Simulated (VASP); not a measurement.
Here is a VASP 6.6.1 calculation.

File INCAR:

```
SYSTEM = Ir
PREC = Accurate ; ENCUT = 520
EDIFF = 1E-6 ; ISMEAR = 0
SIGMA = 0.1 ; LREAL = .False.
LASPH = .True. ; NELM = 80
ALGO = Normal ; ISIF = 2
LWAVE = .False. ; LCHARG = .True.
LDIPOL = .True. ; IDIPOL = 3
DIPOL = 0.5 0.5 0.500 ; GGA = PE
LELF = .True. ; LVHAR = .True.
LVACPOTAV = .True. ; NBANDS = 26
```

The input KPOINTS:

```
regular mesh
0
Gamma
  13 13 1
  0 0 0
```

The input POSCAR:

```
Ir
1.0
    2.7369673168      0.0000000000      0.0000000000
    0.0000000000      2.7369673168      0.0000000000
    0.0000000000      0.0000000000     20.8059844488
Ir
4
Direct
    0.5000000000      0.5000000000      0.3604732099
    0.0000000000      0.0000000000      0.4534910700
    0.5000000000      0.5000000000      0.5465089300
    0.0000000000      0.0000000000      0.6395267901
```

Potentials or basis: VASP PAW PBE potentials, release 64 (Ir).

Run with:

```bash
$ cat potpaw_PBE.64/Ir/POTCAR > POTCAR
$ mpirun -np 1 vasp_std > vasp.out
```

Question: Estimate the largest force.

Answer: 0.797 eV/Å.

Question: What does it give for the band gap on the k mesh?

Answer: Zero (band 18 reaches 1.48 eV, above the bottom of band 19 at -0.31 eV).

Forces on the atoms (eV/Å):
```
Ir   0.000  0.000  0.797
Ir   0.000  0.000 -0.745
Ir   0.000  0.000  0.745
Ir   0.000  0.000 -0.797
```

Caveat: spin-orbit coupling is left out, which moves the levels of the heavy elements.
